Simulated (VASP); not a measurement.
# Pb (R-3m) in VASP: a series of runs

Runs on Pb. Level: PBE. Tasks: single point.

Everything below comes from runs of VASP 6.6.1. Logs are shortened: lines on timing, memory, paths and dates and some standing lists are left out, and cuts for length are marked.

## 1. The cell of the first run

Symmetry: R-3m, No. 166, trigonal system. Conventional cell: a = 4.832 Å, b = 4.832 Å, c = 11.836 Å, α = 90.00°, β = 90.00°, γ = 120.00°. Pb (site symmetry 3m) has 4 Pb at 2.43 to 3.18 Å within 3.2 Å.

## 2. Single point, PBE (shortest bond scaled by 0.82)

INCAR

```
  PREC = Accurate
  ENCUT = 520
  EDIFF = 1E-6
  ISMEAR = -1
  SIGMA = 0.05
  LREAL = False
  LASPH = True
  NELM = 60
  ALGO = Normal
  ISIF = 2
  LWAVE = False
  LCHARG = False
  GGA = PE
  NBANDS = 21
```

KPOINTS

```
Automatic mesh
0
Gamma
  8 8 8
```

POSCAR

```
Pb
1.0
    0.0000000000      3.4168854378      3.4168854378
    3.4168854378      0.0000000000      3.4168854378
    3.4168854378      3.4168854378      0.0000000000
Pb
2
Direct
   -0.1925000000     -0.1025000000     -0.1025000000
    0.1925000000      0.1025000000      0.1025000000
```

Potentials or basis: VASP PAW PBE potentials, release 64 (Pb_d).

On the command line:

```sh
> cat potpaw_PBE.64/Pb_d/POTCAR > POTCAR
> mpirun -np 1 vasp_std > vasp.out
```

OUTCAR:

```text
PREC = Accurate
   ENCUT = 520
   EDIFF = 1E-6
   ISMEAR = -1
   LREAL = False
   LASPH = True
   NELM = 60
   ISIF = 2
   GGA = PE

 ion  position               nearest neighbor table
   1  0.807  0.898  0.898-   2 2.43   2 3.18   2 3.18   2 3.18
   2  0.193  0.102  0.102-   1 2.43   1 3.18   1 3.18   1 3.18

  LATTYP: Found a face centered cubic cell.
 ALAT       =     6.8337708756

  Lattice vectors:

 A1 = (   0.0000000000,   3.4168854378,   3.4168854378)
 A2 = (   3.4168854378,   0.0000000000,   3.4168854378)
 A3 = (   3.4168854378,   3.4168854378,   0.0000000000)

Analysis of symmetry for initial positions (statically):
=====================================================================
 Subroutine PRICEL returns:
 Original cell was already a primitive cell.

 Routine SETGRP: Setting up the symmetry group for a
 face centered cubic supercell.

 Subroutine GETGRP returns: Found 12 space group operations
 (whereof  4 operations were pure point group operations)
 out of a pool of 48 trial point group operations.

The static configuration has the point symmetry C_2h.
 The point group associated with its full space group is D_3d.

Analysis of symmetry for dynamics (positions and initial velocities):
=====================================================================
 Subroutine PRICEL returns:
 Original cell was already a primitive cell.

 Routine SETGRP: Setting up the symmetry group for a
 face centered cubic supercell.

 Subroutine GETGRP returns: Found 12 space group operations
 (whereof  4 operations were pure point group operations)
 out of a pool of 48 trial point group operations.

The dynamic configuration has the point symmetry C_2h.
 The point group associated with its full space group is D_3d.

 Subroutine INISYM returns: Found 12 space group operations
 (whereof  4 operations are pure point group operations),
 and found     1 'primitive' translations

----------------------------------------------------------------------------------------

                                     Primitive cell

  volume of cell :      79.7850

  direct lattice vectors                    reciprocal lattice vectors
     0.000000000  3.416885438  3.416885438    -0.146332094  0.146332094  0.146332094
     3.416885438  0.000000000  3.416885438     0.146332094 -0.146332094  0.146332094
     3.416885438  3.416885438  0.000000000     0.146332094  0.146332094 -0.146332094

  length of vectors
     4.832205727  4.832205727  4.832205727     0.253454621  0.253454621  0.253454621

  position of ions in fractional coordinates (direct lattice)
     0.807500000  0.897500000  0.897500000
     0.192500000  0.102500000  0.102500000

  ion indices of the primitive-cell ions
   primitive index   ion index
                 1           1
                 2           2

----------------------------------------------------------------------------------------

 KPOINTS: Automatic mesh

Automatic generation of k-mesh.
 Grid dimensions read from file:
 generate k-points for:    8    8    8

 Generating k-lattice:

  Cartesian coordinates                     Fractional coordinates (reciprocal lattice)
    -0.018291512  0.018291512  0.018291512     0.125000000  0.000000000  0.000000000
     0.018291512 -0.018291512  0.018291512     0.000000000  0.125000000  0.000000000
     0.018291512  0.018291512 -0.018291512     0.000000000  0.000000000  0.125000000

  Length of vectors
     0.031681828  0.031681828  0.031681828

  Shift w.r.t. Gamma in fractional coordinates (k-lattice)
     0.000000000  0.000000000  0.000000000

 Subroutine IBZKPT returns following result:
 ===========================================

 Found     65 irreducible k-points:

 Following reciprocal coordinates:
            Coordinates               Weight
  0.000000  0.000000  0.000000      1.000000
  0.125000  0.000000  0.000000      2.000000
  0.000000  0.125000  0.000000      6.000000
  0.250000  0.000000  0.000000      2.000000
  0.000000  0.250000  0.000000      6.000000
  0.375000  0.000000  0.000000      2.000000
[... 16 lines left out ...]
 -0.250000  0.125000  0.000000      6.000000
  0.000000 -0.250000  0.125000     12.000000
 [... further k-points ...]
   k-points           NKPTS =     65   k-points in BZ     NKDIM =     65   number of bands    NBANDS=     21
   number of dos      NEDOS =    301   number of ions     NIONS =      2
   total plane-waves  NPLWV =  46656
   dimension x,y,z NGX =    36 NGY =   36 NGZ =   36
   dimension x,y,z NGXF=    72 NGYF=   72 NGZF=   72
   ions per type =               2
   NGX,Y,Z   is equivalent  to a cutoff of  12.39, 12.39, 12.39 a.u.
   NGXF,Y,Z  is equivalent  to a cutoff of  24.77, 24.77, 24.77 a.u.
 SYSTEM =  unknown system
   PREC   = accura    normal or accurate (medium, high low for compatibility)
   ISTART =      0    job   : 0-new  1-cont  2-samecut
   ICHARG =      2    charge: 1-file 2-atom 10-const
   ISPIN  =      1    spin polarized calculation?
   LNONCOLLINEAR =      F non collinear calculations
   LSORBIT =      F    spin-orbit coupling
   LASPH  =      T    aspherical Exc in radial PAW
   ENCUT  =  520.0 eV  38.22 Ry    6.18 a.u.   8.98  8.98  8.98*2*pi/ulx,y,z
   NELM   =     60;   NELMIN=  2; NELMDL= -5     # of ELM steps
   EDIFF  = 0.1E-05   stopping-criterion for ELM
   LREAL  =      F    real-space projection
[... 7 lines left out ...]
   TEBEG  =    0.0;   TEEND  =   0.0 temperature during run
   PSTRESS=    0.0 pullay stress
   NELECT =      28.0000    total number of electrons
   NUPDOWN=      -1.0000    fix difference up-down
   EMIN   =  10.00;   EMAX   =-10.00  energy-range for DOS
   EFERMI =   0.00;   METHOD = LEGACY
   ISMEAR =    -1;   SIGMA  =   0.05  broadening in eV -4-tet -1-fermi 0-gaus
   EFERMI_NEDOS =   21; number of points for ismear=-14 and -15
   IALGO  =     38    algorithm
   IMIX   =      4    mixing-type and parameters
     AMIX     =   0.40;   BMIX     =  1.00
     AMIX_MAG =   1.60;   BMIX_MAG =  1.00
  volume/ion in A,a.u.               =      39.89       269.21
  Fermi-wavevector in a.u.,A,eV,Ry     =   1.154748  2.182157 18.142582  1.333442
  Thomas-Fermi vector in A             =   2.291382
   LORBIT       =      0    0 simple, 1 ext, 2 COOP (PROOUT), +10 PAW based schemes
   GGA     = PE    functional components
   LHFCALC =     F    Hartree Fock is set to
   AEXX    =    0.0000 exact exchange contribution
   IVDW    =     0    specifies the selected vdW correction
   LEPSILON=     F    determine dielectric tensor
   LRPA    =     F    only Hartree local field effects (RPA)
 non-spin polarized calculation
  energy-cutoff  :      520.00
  volume of cell :       79.79
 maximum number of plane-waves:      2180
   NGX = 17   NGY = 17   NGZ = 17

 number of electron      28.0000000 magnetization

 Free energy of the ion-electron system (eV)
  ---------------------------------------------------
  ext. energy  EPLUGINS =         0.00000000
  ---------------------------------------------------
  free energy    TOTEN  =        -5.12902518 eV

  energy without entropy =       -5.12092428  energy(sigma->0) =       -5.12497473

 E-fermi :   4.5963     XC(G=0):  -8.5211

 val. band max:        4.5885153779   @ k =  -0.1250   0.1250   0.0000
 cond. band min:       4.5972244690   @ k =   0.0000  -0.1250   0.1250
 fundamental gap:      0.0087090912
 Fermi energy:         4.5963328713

 k-point     1 :       0.0000    0.0000    0.0000
  band No.  band energies     occupation
      1     -13.9366      2.00000
      2     -13.1316      2.00000
      3     -13.1316      2.00000
      4     -12.7505      2.00000
      5     -12.7505      2.00000
      6     -12.4700      2.00000
[... 13 lines left out ...]
     20      12.2423      0.00000
     21      12.2423      0.00000

 k-point     2 :       0.1250    0.0000    0.0000
  band No.  band energies     occupation
      1     -13.9508      2.00000
      2     -13.1600      2.00000
      3     -13.1600      2.00000
      4     -12.7089      2.00000
      5     -12.7089      2.00000
      6     -12.5134      2.00000
[... 13 lines left out ...]
     20      11.6019      0.00000
     21      11.6019      0.00000

 k-point     3 :       0.0000    0.1250    0.0000
  band No.  band energies     occupation
      1     -13.9413      2.00000
      2     -13.1456      2.00000
      3     -13.1286      2.00000
      4     -12.7536      2.00000
      5     -12.7314      2.00000
      6     -12.4847      2.00000
[... 13 lines left out ...]
     20      11.8203      0.00000
     21      11.8505      0.00000

 k-point     4 :       0.2500    0.0000    0.0000
  band No.  band energies     occupation
      1     -13.9842      2.00000
      2     -13.2118      2.00000
      3     -13.2118      2.00000
      4     -12.6280      2.00000
      5     -12.6280      2.00000
      6     -12.5844      2.00000
[... 13 lines left out ...]
     20      11.2791      0.00000
     21      11.2791      0.00000

 k-point     5 :       0.0000    0.2500    0.0000
  band No.  band energies     occupation
      1     -13.9524      2.00000
      2     -13.1765      2.00000
      3     -13.1209      2.00000
      4     -12.7620      2.00000
      5     -12.6873      2.00000
      6     -12.5176      2.00000
[... 13 lines left out ...]
     20      11.4442      0.00000
     21      11.8918      0.00000
[... 382 lines left out ...]
     20      11.8574      0.00000
     21      13.0704      0.00000

 k-point    22 :       0.1250    0.0000   -0.3750
  band No.  band energies     occupation
      1     -13.9766      2.00000
      2     -13.2233      2.00000
      3     -13.1425      2.00000
      4     -12.7364      2.00000
      5     -12.6220      2.00000
      6     -12.5672      2.00000
[... 13 lines left out ...]
     20      12.3479      0.00000
     21      12.3816      0.00000

 k-point    23 :      -0.2500    0.1250    0.0000
  band No.  band energies     occupation
      1     -13.9949      2.00000
      2     -13.2375      2.00000
      3     -13.2085      2.00000
      4     -12.6495      2.00000
      5     -12.6179      2.00000
      6     -12.5810      2.00000
[... 13 lines left out ...]
     20      11.1039      0.00000
     21      12.5103      0.00000

 k-point    24 :       0.0000   -0.2500    0.1250
  band No.  band energies     occupation
      1     -13.9572      2.00000
      2     -13.1739      2.00000
      3     -13.1274      2.00000
      4     -12.7605      2.00000
      5     -12.6864      2.00000
      6     -12.5130      2.00000
[... 13 lines left out ...]
     20      11.3314      0.00000
     21      13.0110      0.00000

 [... further k-points ...]

------------------------ aborting loop because EDIFF is reached ----------------------------------------

  FORCE on cell =-STRESS in cart. coord.  units (eV):
  Direction    XX          YY          ZZ          XY          YZ          ZX
  --------------------------------------------------------------------------------------
  -------------------------------------------------------------------------------------
  Total        4.7027714      4.7027714      4.7027714     -5.1601105      5.1601105     -5.1601105
  in kB       94.4372211     94.4372211     94.4372211   -103.6211328    103.6211328   -103.6211328
  external PRESSURE =      94.4372211 kB  Pullay stress =       0.0000000 kB

 VOLUME and BASIS-vectors are now :
 -----------------------------------------------------------------------------
  energy-cutoff  :      520.00
  volume of cell :       79.79
      direct lattice vectors                 reciprocal lattice vectors
     0.000000000  3.416885438  3.416885438    -0.146332094  0.146332094  0.146332094
     3.416885438  0.000000000  3.416885438     0.146332094 -0.146332094  0.146332094
     3.416885438  3.416885438  0.000000000     0.146332094  0.146332094 -0.146332094

 POSITION                                       TOTAL-FORCE (eV/Angst)
 -----------------------------------------------------------------------------------
      6.13331      5.82579      5.82579        -3.985937      3.985937      3.985937
      0.70046      1.00798      1.00798         3.985937     -3.985937     -3.985937
 -----------------------------------------------------------------------------------
    total drift:                                0.000000      0.000000      0.000000

  FREE ENERGIE OF THE ION-ELECTRON SYSTEM (eV)
  ---------------------------------------------------
  free  energy   TOTEN  =        -5.1290251809 eV

  energy  without entropy=       -5.1209242837  energy(sigma->0) =       -5.12497473
```

Run time: 64 s. Hardware: 1 thread of Intel Xeon Platinum 8259CL at 2.50GHz (Skylake/Cascade Lake), shared host; peak memory 0.25 GiB.

What came out:

```yaml
Free_energy: -5.1290 eV
Pressure: 9.4 GPa
Largest_force: 6.904 eV/Å
Band_gap_on_the_k_mesh: zero (bands 14 and 15 overlap by 1.45 eV)
```

Forces on the atoms (eV/Å):
```
Pb  -3.986  3.986  3.986
Pb   3.986 -3.986 -3.986
```

Caveat: the cell differs from its parent crystal (shortest bond scaled by 0.82); the cell stands under pressure; spin-orbit coupling is left out, which moves the levels of the heavy elements; forces of over 1 eV/Å act on the atoms, so gaps and moduli don't describe the material at rest.

[end of part 1 of 2]
